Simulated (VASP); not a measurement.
# Y: single point with PBE

Y:

```xyz
2
Lattice="3.7189 0.0000 0.0000 -1.8595 3.2207 0.0000 0.0000 0.0000 5.8430" Properties=species:S:1:pos:R:3 pbc="T T T"
Y     0.0000    2.1471    1.4607
Y     1.8595    1.0736    4.3822
```

```
Program             : VASP 6.6.1
Task                : single point
Functional          : PBE
Potentials or basis : VASP PAW PBE potentials, release 64 (Y_sv)
Cutoff              : 520 eV
k mesh              : 9 × 9 × 5
Occupations         : fermi-dirac, width 0.1 eV
Spin                : no spin polarisation
```

```yaml
Pressure: -2.3 GPa
Band_gap_on_the_k_mesh: zero (bands 11 and 12 overlap by 1.15 eV)
```

Stress tensor (GPa, compression positive):
```
-2.20  0.00  0.00
 0.00 -2.20  0.00
 0.00  0.00 -2.47
```

Levels at points of the mesh, in eV from the Fermi level:
| k point | band 8 | band 9 | band 10 | band 11 | band 12 | band 13 | band 14 | band 15 |
| --- | --- | --- | --- | --- | --- | --- | --- | --- |
| (0.00, 0.00, 0.00) | -22.57 | -4.58 | -1.77 | 0.70 | 1.69 | 1.69 | 1.96 | 2.25 |

Run time: 97 s on 1 thread of Intel Xeon 8259CL, with other jobs on the host, peak memory 0.21 GiB.
